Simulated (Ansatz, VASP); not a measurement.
# Tl: VASP beside Ansatz

Contents of INCAR:

```
PREC     = Accurate       # precision mode
ENCUT    = 520            # plane-wave cutoff, eV
EDIFF    = 1E-6           # SCF threshold, eV
ISMEAR   = -1             # smearing method
SIGMA    = 0.08           # smearing width, eV
LREAL    = F              # projectors in reciprocal space
LASPH    = T              # aspherical terms in the spheres
NELM     = 60             # most SCF steps
ALGO     = Normal         # electronic algorithm
ISIF     = 2              # what is computed and relaxed
LWAVE    = F              # write WAVECAR
LCHARG   = F              # write CHGCAR
GGA      = PE             # functional
NBANDS   = 12             # bands
```

KPOINTS

```
regular mesh
0
Gamma
  12 12 12
```

File POSCAR:

```
Tl
1.0
    2.5807992472      0.0000000000      0.0000000000
    0.0000000000      2.5807992472      0.0000000000
    0.0000000000      0.0000000000      2.5807992472
Tl
1
Direct
    0.0000000000      0.0000000000      0.0000000000
```

Input for Ansatz:

```yaml
crystal:
  lattice:
    - [2.5807992472, 0.0, 0.0]
    - [0.0, 2.5807992472, 0.0]
    - [0.0, 0.0, 2.5807992472]
  atoms:
    - { symbol: Tl, position: [0.0, 0.0, 0.0] }
kpoints:
  mp_grid: { grid: [12, 12, 12] }
scf:
  occupations: { method: fermi_dirac, width: 0.08 }
hamiltonian:
  xc: pbe
  pseudopotentials: { kind: all_electron, lapw: { basis_error: 0.001 } }
output:
  forces: true
  stress: true
  eigenvalues: true
  populations: true
```

Change from the starting cell: volume scaled by 0.5, LAPW.

Alike in both runs: task single point; functional PBE; k mesh 12 × 12 × 12; occupations fermi-dirac, width 0.08 eV; no spin polarisation.

|  | VASP | Ansatz |
| --- | --- | --- |
| version | VASP 6.6.1 | Ansatz 0.2.0 |
| potentials or method | VASP PAW PBE potentials, release 64 (Tl_d), cutoff 520 eV | all-electron LAPW, scalar-relativistic |

VASP gave:

```
pressure (GPa) : 101.8
```

Question: Which values does Ansatz return?

Answer: Pressure (GPa): 101.7.

Both programs put the cell under a high pressure, so it lies far from rest at this level. Ansatz ran all-electron here, and VASP with PAW potentials.

Neither program's run includes spin-orbit coupling. Noted on VASP's run: the cell as given lies far from equilibrium.
